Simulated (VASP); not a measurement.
# Re (Fm-3m) in VASP: a series of runs, part 2 of 2

VASP 6.6.1.

## (4) Single point, LDA

This run uses another cell than the first one, of 13.50 Å³/atom.

Input file INCAR:

```
SYSTEM = Re
  PREC = Accurate
  ENCUT = 560
  EDIFF = 1E-6
  ISMEAR = 0
  SIGMA = 0.05
  LREAL = .False.
  LASPH = .True.
  NELM = 120
  ALGO = Normal
  ISIF = 2
  LWAVE = .False.
  LCHARG = .False.
  NBANDS = 14
  GGA_COMPAT = .False.
```

Input file KPOINTS:

```
regular mesh
0
Gamma
  10 10 10
  0 0 0
```

Input file POSCAR:

```
Re
1.0
    0.0000000000      1.8896745409      1.8896745409
    1.8896745409      0.0000000000      1.8896745409
    1.8896745409      1.8896745409      0.0000000000
Re
1
Direct
    0.0000000000      0.0000000000      0.0000000000
```

Potentials or basis: VASP PAW LDA potentials, release 64 (Re_sv_GW).

Run with:

```bash
> cat potpaw_LDA.64/Re_sv_GW/POTCAR > POTCAR
> mpirun -np 1 vasp_std > vasp.out
```

OUTCAR:

```text
SYSTEM = Re
   PREC = Accurate
   ENCUT = 560
   EDIFF = 1E-6
   ISMEAR = 0
   LREAL = .False.
   LASPH = .True.
   NELM = 120
   ISIF = 2

 ion  position               nearest neighbor table
   1  0.000  0.000  0.000-

  LATTYP: Found a face centered cubic cell.
 ALAT       =     3.7793490818

  Lattice vectors:

 A1 = (   0.0000000000,   1.8896745409,   1.8896745409)
 A2 = (   1.8896745409,   0.0000000000,   1.8896745409)
 A3 = (   1.8896745409,   1.8896745409,   0.0000000000)

Analysis of symmetry for initial positions (statically):
=====================================================================
 Subroutine PRICEL returns:
 Original cell was already a primitive cell.

 Routine SETGRP: Setting up the symmetry group for a
 face centered cubic supercell.

 Subroutine GETGRP returns: Found 48 space group operations
 (whereof 48 operations were pure point group operations)
 out of a pool of 48 trial point group operations.

The static configuration has the point symmetry O_h .

Analysis of symmetry for dynamics (positions and initial velocities):
=====================================================================
 Subroutine PRICEL returns:
 Original cell was already a primitive cell.

 Routine SETGRP: Setting up the symmetry group for a
 face centered cubic supercell.

 Subroutine GETGRP returns: Found 48 space group operations
 (whereof 48 operations were pure point group operations)
 out of a pool of 48 trial point group operations.

The dynamic configuration has the point symmetry O_h .

 Subroutine INISYM returns: Found 48 space group operations
 (whereof 48 operations are pure point group operations),
 and found     1 'primitive' translations

----------------------------------------------------------------------------------------

                                     Primitive cell

  volume of cell :      13.4956
[... 113 lines left out ...]
   LHFCALC =     F    Hartree Fock is set to
   AEXX    =    0.0000 exact exchange contribution
   IVDW    =     0    specifies the selected vdW correction
   LEPSILON=     F    determine dielectric tensor
   LRPA    =     F    only Hartree local field effects (RPA)
 non-spin polarized calculation
 Gauss-broadening in eV      SIGMA  =   0.05
  energy-cutoff  :      560.00
  volume of cell :       13.50
 maximum number of plane-waves:       415
 NGX is ok and might be reduce to    24
   NGX = 11   NGY = 11   NGZ = 11

 number of electron      15.0000000 magnetization

 Free energy of the ion-electron system (eV)
  ---------------------------------------------------
  ext. energy  EPLUGINS =         0.00000000
  ---------------------------------------------------
  free energy    TOTEN  =       -15.22735581 eV

  energy without entropy =      -15.22429680  energy(sigma->0) =      -15.22582631

 E-fermi :  14.6023     XC(G=0): -14.9423

 val. band max:       14.5990895639   @ k =  -0.3000   0.3000   0.0000
 cond. band min:      14.6027117268   @ k =  -0.2000   0.2000   0.0000
 fundamental gap:      0.0036221629
 Fermi energy:        14.6022534901

 k-point     1 :       0.0000    0.0000    0.0000
  band No.  band energies     occupation
      1     -65.1017      2.00000
      2     -26.4018      2.00000
      3     -26.4018      2.00000
      4     -26.4018      2.00000
      5       3.9808      2.00000
      6      12.4147      2.00000
      7      12.4147      2.00000
      8      12.4147      2.00000
      9      16.0184      0.00000
     10      16.0184      0.00000
     11      27.6853      0.00000
     12      33.6627      0.00000
     13      33.6627      0.00000
     14      33.6627      0.00000
[... 377 lines left out ...]
      1     -64.9135      2.00000
      2     -27.6635      2.00000
      3     -26.9149      2.00000
      4     -26.8601      2.00000
      5       7.8640      2.00000
      6       8.8512      2.00000
      7      13.6744      2.00000
      8      16.3264      0.00000
      9      18.2747      0.00000
     10      18.7689      0.00000
     11      29.6781      0.00000
     12      31.6344      0.00000
     13      33.3873      0.00000
     14      37.9688      0.00000

 [... further k-points ...]

------------------------ aborting loop because EDIFF is reached ----------------------------------------

  FORCE on cell =-STRESS in cart. coord.  units (eV):
  Direction    XX          YY          ZZ          XY          YZ          ZX
  --------------------------------------------------------------------------------------
  -------------------------------------------------------------------------------------
  Total        2.5517105      2.5517105      2.5517105      0.0000000     -0.0000000      0.0000000
  in kB      302.9360482    302.9360482    302.9360482      0.0000000     -0.0000000      0.0000000
  external PRESSURE =     302.9360482 kB  Pullay stress =       0.0000000 kB

 VOLUME and BASIS-vectors are now :
 -----------------------------------------------------------------------------
  energy-cutoff  :      560.00
  volume of cell :       13.50
      direct lattice vectors                 reciprocal lattice vectors
     0.000000000  1.889674541  1.889674541    -0.264595828  0.264595828  0.264595828
     1.889674541  0.000000000  1.889674541     0.264595828 -0.264595828  0.264595828
     1.889674541  1.889674541  0.000000000     0.264595828  0.264595828 -0.264595828

 POSITION                                       TOTAL-FORCE (eV/Angst)
 -----------------------------------------------------------------------------------
      0.00000      0.00000      0.00000         0.000000      0.000000      0.000000
 -----------------------------------------------------------------------------------
    total drift:                                0.000000      0.000000      0.000000

  FREE ENERGIE OF THE ION-ELECTRON SYSTEM (eV)
  ---------------------------------------------------
  free  energy   TOTEN  =       -15.2273558087 eV

  energy  without entropy=      -15.2242968022  energy(sigma->0) =      -15.22582631
```

OSZICAR:

```text
N       E                     dE             d eps       ncg     rms          rms(c)
DAV:   1     0.796129768210E+02    0.79613E+02   -0.99996E+03  1354   0.117E+03
DAV:   2    -0.146983551859E+02   -0.94311E+02   -0.89131E+02  1640   0.316E+02
DAV:   3    -0.161873253608E+02   -0.14890E+01   -0.14835E+01  1454   0.354E+01
DAV:   4    -0.161902548771E+02   -0.29295E-02   -0.29295E-02  1544   0.199E+00
DAV:   5    -0.161902662429E+02   -0.11366E-04   -0.11364E-04  1496   0.104E-01    0.115E+02
DAV:   6    -0.153829286121E+02    0.80734E+00   -0.72587E-01  1358   0.848E+00    0.687E+01
DAV:   7    -0.152579143427E+02    0.12501E+00   -0.59970E-01  1442   0.737E+00    0.946E+00
DAV:   8    -0.152274793697E+02    0.30435E-01   -0.81587E-02  1334   0.300E+00    0.302E+00
DAV:   9    -0.152273854211E+02    0.93949E-04   -0.20931E-03  1472   0.533E-01    0.161E+00
DAV:  10    -0.152273561226E+02    0.29299E-04   -0.77168E-05  1412   0.906E-02    0.439E-01
DAV:  11    -0.152273558087E+02    0.31390E-06   -0.29361E-06  1424   0.166E-02
   1 F= -.15227356E+02 E0= -.15225826E+02  d E =-.305901E-02
```

Run time: 10 s. Hardware: 1 thread of Intel Xeon Platinum 8375C at 2.90GHz (Ice Lake), shared host; peak memory 0.13 GiB.

What came out:

```
Free energy            : -15.2274 eV
Pressure               : 30.3 GPa
Band gap on the k mesh : zero (an odd number of electrons rules out a gap without spin polarisation)
```

Levels at points of the mesh, in eV from the Fermi level:
```
           k point  band 4  band 5  band 6  band 7  band 8  band 9  band 10  band 11  band 12  band 13
(0.00, 0.00, 0.00)  -41.00  -10.62   -2.19   -2.19   -2.19    1.42     1.42    13.08    19.06    19.06
(0.50, 0.00, 0.00)  -41.22   -7.50   -2.45   -2.45    0.57    4.36     4.36    11.35    12.77    20.13
(0.50, 0.50, 0.00)  -41.60   -7.63   -6.70    3.39    4.30    5.24     5.24    12.77    12.77    14.75
```

Caveat: the cell stands under pressure; spin-orbit coupling is left out, which moves the levels of the heavy elements.

## (5) Overview

```csv
cell,gap on the mesh (eV),pressure (GPa)
"a = 2.730 Å, angles 60.0°, 1 atom",none,0.2
"a = 2.699 Å, angles 60.0°, 1 atom",none,15.1
"a = 2.672 Å, angles 60.0°, 1 atom",none,30.3
```

Alike in all rows: task single point; level LDA; potentials or basis VASP PAW LDA potentials, release 64 (Re_sv_GW); no spin polarisation; k mesh 10 × 10 × 10; cutoff (eV) 560; smearing gaussian 0.05 eV.

Caveats: spin-orbit coupling is left out, which moves the levels of the heavy elements; the cell stands under pressure (at least some runs).

Total energies depend on the potentials used, so only differences within one code and one set of settings carry meaning.
